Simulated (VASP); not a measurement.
# ZnS: single point with r2SCAN

Crystal: ZnS.

```
Zn S
1.0
     3.65999    0.00000    0.00000
    -1.83000    3.16965    0.00000
     0.00000    0.00000    5.99532
Zn S
2 2
Direct
  0.00000 0.00000 0.00000
  0.00000 0.00000 0.50000
  0.33333 0.66667 0.25000
  0.66667 0.33333 0.75000
```

This cell differs from its parent crystal: volume changed by +6%.

```json
{
 "Program": "VASP 6.6.1",
 "Task": "single point",
 "Functional": "r2SCAN",
 "Potentials or basis": "VASP PAW PBE potentials, release 64 (Zn, S)",
 "Cutoff": "520 eV",
 "k mesh": "6 × 6 × 4",
 "Occupations": "gaussian, width 0.01 eV",
 "Spin": "no spin polarisation"
}
```

- Pressure: -4.9 GPa
- Band gap on the k mesh: 0.83 eV, indirect (least direct gap 1.96 eV)

Stress tensor (GPa, compression positive):
```
-4.83  0.00  0.00
 0.00 -4.83  0.00
 0.00  0.00 -4.99
```

Levels at points of the mesh, in eV from the valence-band top:
```tsv
k point	band 16	band 17	band 18	band 19	band 20	band 21
(0.00, 0.00, 0.00)	-0.54	-0.11	-0.11	1.85	4.22	7.21
(0.50, 0.00, 0.00)	-2.37	-1.86	-0.12	2.79	3.86	4.63
(0.00, 0.00, 0.50)	-0.33	-0.33	-0.33	4.03	4.03	7.37
(0.50, 0.00, 0.50)	-1.45	-1.39	-1.39	2.50	2.50	6.07
```

Run time: 4.1 min on 1 thread of Intel Xeon 8259CL, on a shared host, peak memory 0.21 GiB.

Caveat: the PAW data sets were made with another functional, which shifts forces and pressure a little. A k mesh can miss the band edges.
